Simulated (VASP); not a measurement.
K: single point with PBEsol

Crystal: K.

```
CELL_PARAMETERS angstrom
6.28575 0.00000 0.00000
0.00000 6.28575 0.00000
0.00000 0.00000 11.45310
ATOMIC_POSITIONS crystal
K 0.00000 0.00000 0.00000
K 0.50000 0.00000 0.30797
K 0.00000 0.50000 0.30797
K 0.00000 0.50000 0.69203
K 0.50000 0.00000 0.69203
```

```
Program                : VASP 6.6.1
Task                   : single point
Functional             : PBEsol
Potentials or basis    : VASP PAW PBE potentials, release 64 (K_sv)
Cutoff                 : 520 eV
k mesh                 : 4 × 4 × 2
Occupations            : fermi-dirac, width 0.2 eV
Spin                   : no spin polarisation
Dipole correction      : no
Further INCAR settings : ALGO = Normal; EDIFF = 1e-07; NBANDS = 30
```

| Item | Value |
| --- | --- |
| Pressure | -0.2 GPa |
| Band gap on the k mesh | zero (an odd number of electrons rules out a gap without spin polarisation) |

Forces on the atoms (eV/Å):
```
K    0.000  0.000  0.000
K    0.000  0.000 -0.002
K    0.000  0.000 -0.002
K    0.000  0.000  0.002
K    0.000  0.000  0.002
```

Stress tensor (GPa, compression positive):
```
-0.27  0.00  0.00
 0.00 -0.27  0.00
 0.00  0.00 -0.14
```

Levels at points of the mesh, in eV from the Fermi level:
| k point | band 19 | band 20 | band 21 | band 22 | band 23 | band 24 | band 25 | band 26 |
| --- | --- | --- | --- | --- | --- | --- | --- | --- |
| (0.00, 0.00, 0.00) | -15.70 | -15.70 | -1.88 | -0.82 | -0.43 | 1.23 | 1.81 | 1.87 |
| (0.50, 0.00, 0.00) | -15.72 | -15.70 | -0.95 | -0.74 | 0.12 | 0.28 | 0.34 | 0.54 |
| (0.50, 0.50, 0.00) | -15.69 | -15.69 | 0.01 | 0.05 | 0.05 | 0.32 | 0.91 | 0.96 |
| (0.00, 0.00, 0.50) | -15.70 | -15.70 | -1.64 | -1.48 | 0.72 | 0.78 | 1.40 | 1.64 |
| (0.50, 0.00, 0.50) | -15.71 | -15.70 | -0.64 | -0.64 | -0.59 | -0.27 | 1.35 | 1.45 |
| (0.50, 0.50, 0.50) | -15.69 | -15.69 | 0.18 | 0.23 | 0.23 | 0.34 | 0.43 | 0.50 |

It took 3.3 min on 1 thread of AMD EPYC 7R43 64-Core Processor (Zen 3), with other jobs on the host, peak memory 0.48 GiB.

Caveat: the PAW data sets were made with another functional, which shifts forces and pressure a little.
